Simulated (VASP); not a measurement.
Crystal: Co.

```xyz
3
Lattice="3.9701 0.0000 0.0000 -1.9851 3.4382 0.0000 0.0000 0.0000 2.4337" Properties=species:S:1:pos:R:3 pbc="T T T"
Co    0.0000    0.0000    0.0000
Co    0.0000    2.2922    1.2168
Co    1.9851    1.1461    1.2168
```

This isn't the form of Co at room conditions, which is hcp.

| Quantity | Value |
| --- | --- |
| Program | VASP 6.6.1 |
| Task | relaxation of cell and atoms |
| Functional | LDA |
| Potentials or basis | VASP PAW LDA potentials, release 64 (Co) |
| Cutoff | 600 eV |
| k mesh | 9 × 9 × 13 |
| Occupations | fermi-dirac, width 0.05 eV |
| Spin | collinear spin, ferromagnetic start |
| Starting moments | [1.7, 1.7, 1.7] μB |

At the start: pressure -18.6 GPa; volume 11.07 Å³/atom.

Task: How do energy, volume and symmetry change on relaxing?

Result: Over 4 steps the energy falls by 59.1 meV/atom and the volume is 10.14 Å³/atom (-8.4 %); space group P6/mmm (No. 191, to 0.1 Å) before and after; moment 4.60 μB per cell.

Step by step:
```tsv
step	energy change (eV)	largest force (eV/Å)	pressure (GPa)	volume (Å³)
1	0.0000	0.0000	-18.60	33.22
2	0.1105	0.0000	33.87	27.42
3	-0.1773	0.0000	-0.38	30.47
4	-0.1774	0.0000	0.02	30.41
```

Final structure:
```
CELL_PARAMETERS angstrom
3.84875 0.00000 0.00000
-1.92438 3.33312 0.00000
0.00000 0.00000 2.37089
ATOMIC_POSITIONS crystal
Co 0.00000 0.00000 0.00000
Co 0.33333 0.66667 0.50000
Co 0.66667 0.33333 0.50000
```
